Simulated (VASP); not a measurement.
Wanted: the native input for a VASP 6.6.1 run.

| Property | Result |
| --- | --- |
| Task | single point |
| Functional | PBE |
| Potentials or basis | VASP PAW PBE potentials, release 64 (Re, Se) |
| Cutoff | 520 eV |
| k mesh | 4 × 4 × 4 |
| Occupations | gaussian, width 0.1 eV |
| Spin | collinear spin |
| Starting moments | [1.0, 0.0, 0.0, 0.0] μB |
| Dipole correction | no |
| Further INCAR settings | ALGO = Normal; EDIFF = 1e-06; NBANDS = 24 |

The structure of ReSe3 lies in POSCAR:

```
ReSe3
1.0
   -2.6614646522      2.6614646522      2.6614646522
    2.6614646522     -2.6614646522      2.6614646522
    2.6614646522      2.6614646522     -2.6614646522
Re Se
1 3
Direct
    0.0000000000      0.0000000000      0.0000000000
    0.0000000000      0.5000000000      0.5000000000
    0.5000000000      0.0000000000      0.5000000000
    0.5000000000      0.5000000000      0.0000000000
```

The cell was built from a structure type or drawn by symmetry, and may not be a known phase.

These files were run (other wordings do the same):

INCAR

```
SYSTEM = ReSe3
PREC     = Accurate       ! precision mode
ENCUT    = 520            ! plane-wave cutoff, eV
EDIFF    = 1E-6           ! SCF threshold, eV
ISMEAR   = 0              ! smearing method
SIGMA    = 0.1            ! smearing width, eV
LREAL    = .False.        ! projectors in reciprocal space
LASPH    = .True.         ! aspherical terms in the spheres
NELM     = 150            ! most SCF steps
ALGO     = Normal         ! electronic algorithm
ISIF     = 2              ! what is computed and relaxed
LWAVE    = .False.        ! write WAVECAR
LCHARG   = .True.         ! write CHGCAR
ISPIN    = 2              ! spin polarisation
MAGMOM   = 1 0 0 0        ! initial moments
LORBIT   = 11             ! projections on sites
LMAXMIX  = 4              ! l up to which the mixer works
GGA      = PE             ! functional
LELF     = .True.         ! ELF
LVHAR    = .True.       
NBANDS   = 24             ! bands
```

KPOINTS

```
Automatic mesh
0
Gamma
  4 4 4
  0 0 0
```

Potentials or basis: VASP PAW PBE potentials, release 64 (Re, Se).

Run with:

```sh
$ cat potpaw_PBE.64/Re/POTCAR potpaw_PBE.64/Se/POTCAR > POTCAR
$ mpirun -np 1 vasp_std > vasp.out
```

Results of the run:

- Pressure: 0.0 GPa
- Net moment: 1.27 μB per cell
- Site moments: Re +1.09; Se +0.02 μB
- Valence electrons inside the program's atomic spheres: Re 5.66; Se 3.77

Caveat: the k points lie up to 0.42 Å⁻¹ apart.

Run time: 25 s on 1 thread of Intel(R) Xeon(R) 6975P-C (Granite Rapids), on a shared host, peak memory 0.24 GiB.
